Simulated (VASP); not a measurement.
**Si6Ru: single point with PBE**

Si6Ru:

```
Si Ru
1.0
     4.27377    0.00000   -0.00843
     0.00000    5.51794    0.00000
    -2.11996    0.00000    5.14931
Si Ru
6 1
Direct
  0.31610 0.21925 0.13247
  0.68390 0.21925 0.86753
  0.68390 0.78075 0.86753
  0.31610 0.78075 0.13247
  0.12282 0.50000 0.74559
  0.87718 0.50000 0.25441
  0.50000 0.50000 0.50000
```

```
Program             : VASP 6.6.1
Task                : single point
Functional          : PBE
Potentials or basis : VASP PAW PBE potentials, release 64 (Si, Ru_pv)
Cutoff              : 520 eV
k mesh              : 4 × 4 × 3
Occupations         : gaussian, width 0.2 eV
Spin                : no spin polarisation
```

| Item | Value |
| --- | --- |
| Pressure | 0.1 GPa |
| Largest force | 0.046 eV/Å |
| Band gap on the k mesh | zero (band 19 reaches 8.43 eV, above the bottom of band 20 at 6.60 eV) |

Forces in eV/Å, atoms in the order of the input:
```
Si   0.001 -0.041 -0.020
Si  -0.001 -0.041  0.020
Si  -0.001  0.041  0.020
Si   0.001  0.041 -0.020
Si   0.000  0.000  0.008
Si   0.000  0.000 -0.008
Ru   0.000  0.000  0.000
```

Stress tensor (GPa, compression positive):
```
-0.04  0.00  0.02
 0.00  0.56  0.00
 0.02  0.00 -0.20
```

Levels at points of the mesh, in eV from the Fermi level:
| k point | band 15 | band 16 | band 17 | band 18 | band 19 | band 20 | band 21 | band 22 | band 23 | band 24 |
| --- | --- | --- | --- | --- | --- | --- | --- | --- | --- | --- |
| (0.00, 0.00, 0.00) | -2.44 | -2.39 | -1.97 | -1.87 | -1.04 | -0.86 | 1.53 | 1.59 | 1.72 | 1.87 |
| (0.50, 0.00, 0.00) | -3.47 | -2.60 | -2.54 | -1.88 | 0.34 | 0.62 | 1.29 | 1.67 | 3.13 | 3.13 |
| (0.00, 0.50, 0.00) | -3.18 | -2.72 | -2.55 | -2.34 | -1.67 | -1.43 | -0.47 | 1.82 | 2.46 | 2.77 |
| (0.50, 0.50, 0.00) | -2.90 | -2.69 | -1.70 | -1.43 | -0.03 | 0.42 | 1.27 | 1.86 | 2.20 | 2.54 |

Run time: 100 s on 1 thread of Intel(R) Xeon(R) Platinum 8259CL CPU @ 2.50GHz (Skylake/Cascade Lake), with other jobs on the host, peak memory 0.25 GiB.

Caveat: the k points lie up to 0.41 Å⁻¹ apart.
